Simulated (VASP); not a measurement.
The system is ZrAl3B3N.

```
Zr Al B N
1.0
     4.33971    0.00000    0.00000
    -2.16985    3.75830    0.00000
     0.00000    0.00000    6.68567
Zr Al B N
1 3 3 1
Cartesian
  2.1699 1.2528 3.3428
  0.0000 0.0000 5.0735
  0.0000 0.0000 1.6122
  0.0000 2.5055 0.0000
  2.1699 1.2528 5.9853
  2.1699 1.2528 0.7004
  0.0000 2.5055 3.3428
  0.0000 0.0000 0.0000
```

The cell was generated, and may not be a known phase.

```yaml
Program: VASP 6.6.1
Task: relaxation of cell and atoms
Functional: PBE
Potentials_or_basis: VASP PAW PBE potentials, release 64 (Zr_sv, Al, B, N)
Cutoff: 600 eV
k_mesh: 3 × 3 × 2
Occupations: gaussian, width 0.15 eV
Spin: no spin polarisation
```

At the start: pressure 4.1 GPa; volume 13.63 Å³/atom.

Problem. How do energy, volume and symmetry change on relaxing?

Solution. Over 11 steps the energy falls by 309.2 meV/atom and the volume is 12.24 Å³/atom (-10.2 %); space group P-6m2 (No. 187, to 0.1 Å) before and after.

Step by step:
```csv
step,energy change (eV),largest force (eV/Å),pressure (GPa),volume (Å³)
1,0.0000,7.8773,4.08,109.04
2,-0.1690,2.3955,-16.82,113.44
3,-0.6978,2.1762,-16.61,112.79
4,-1.2143,1.7875,-15.81,112.16
5,-1.9548,0.5085,-11.14,110.72
6,-1.9538,0.9128,-9.79,110.46
7,-1.9614,0.6112,-10.49,110.59
8,-2.4657,0.2931,-0.84,98.92
9,-2.4691,0.2916,0.18,98.04
10,-2.4689,0.2908,0.48,97.80
11,-2.4738,0.0753,0.14,97.92
```

Final structure:
```cif
data_structure
_symmetry_space_group_name_H-M 'P 1'
_symmetry_Int_Tables_number 1
_cell_length_a 4.0776
_cell_length_b 4.0776
_cell_length_c 6.8008
_cell_angle_alpha 90.000
_cell_angle_beta 90.000
_cell_angle_gamma 120.000
_cell_volume 97.92
loop_
_atom_site_label
_atom_site_type_symbol
_atom_site_fract_x
_atom_site_fract_y
_atom_site_fract_z
_atom_site_occupancy
Zr1 Zr 0.66667 0.33333 0.50000 1
Al1 Al 0.00000 0.00000 0.73380 1
Al2 Al 0.00000 0.00000 0.26620 1
Al3 Al 0.33333 0.66667 0.00000 1
B1 B 0.66667 0.33333 0.87414 1
B2 B 0.66667 0.33333 0.12586 1
B3 B 0.33333 0.66667 0.50000 1
N1 N 0.00000 0.00000 0.00000 1
```

Caveat: the k points lie up to 0.59 Å⁻¹ apart in the final cell, too coarse for converged energies and pressures of a metal; an odd number of electrons without spin polarisation forces a metal; a magnetic or distorted state may lie lower; the relaxation stopped at a loose force limit of 0.08 eV/Å, so its end isn't a converged minimum.
